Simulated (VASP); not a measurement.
Input of a VASP 6.6.1 run:

File INCAR:

```
ALGO = Fast
DIPOL = 0.5 0.5 0.345
EDIFF = 1E-6
EDIFFG = -0.025
ENCUT = 520
GGA = PE
IBRION = 2
IDIPOL = 3
ISIF = 2
ISMEAR = 0
LASPH = T
LCHARG = F
LDIPOL = T
LREAL = F
LWAVE = F
NELM = 100
NSW = 36
PREC = Accurate
SIGMA = 0.1
```

KPOINTS

```
k-points
0
Gamma
  9 6 1
```

Contents of POSCAR:

```
Nb4H
1.0
    2.9829001615      0.0000000000      0.0000000000
    0.0000000000      4.2184578637      0.0000000000
    0.0000000000      0.0000000000     19.8127690725
Nb H
4 1
Selective dynamics
Direct
    0.5000000000      0.5000000000      0.2018900026  F F F
    0.0000000000      0.0000000000      0.2771672178  F F F
    0.5000000000      0.5000000000      0.3569599732  F F F
    0.0000000000      0.0000000000      0.4195662425  F F F
    0.5000000000      0.1000000000      0.4712548108  F F T
```

Potentials or basis: VASP PAW PBE potentials, release 64 (Nb_sv, H).

The run is started by

```console
$ cat potpaw_PBE.64/Nb_sv/POTCAR potpaw_PBE.64/H/POTCAR > POTCAR
$ mpirun -np 1 vasp_std > vasp.out
```

Question: Estimate the energy gained by relaxing.

Answer: 13.7 meV/atom.

Question: Estimate the band gap on the k mesh.

Answer: Zero (an odd number of electrons rules out a gap without spin polarisation).

Final structure:
```
Nb H
1.0
     2.98290    0.00000    0.00000
     0.00000    4.21846    0.00000
     0.00000    0.00000   19.81277
Nb H
4 1
Direct
  0.50000 0.50000 0.20189
  0.00000 0.00000 0.27717
  0.50000 0.50000 0.35696
  0.00000 0.00000 0.41957
  0.50000 0.10000 0.48036
```
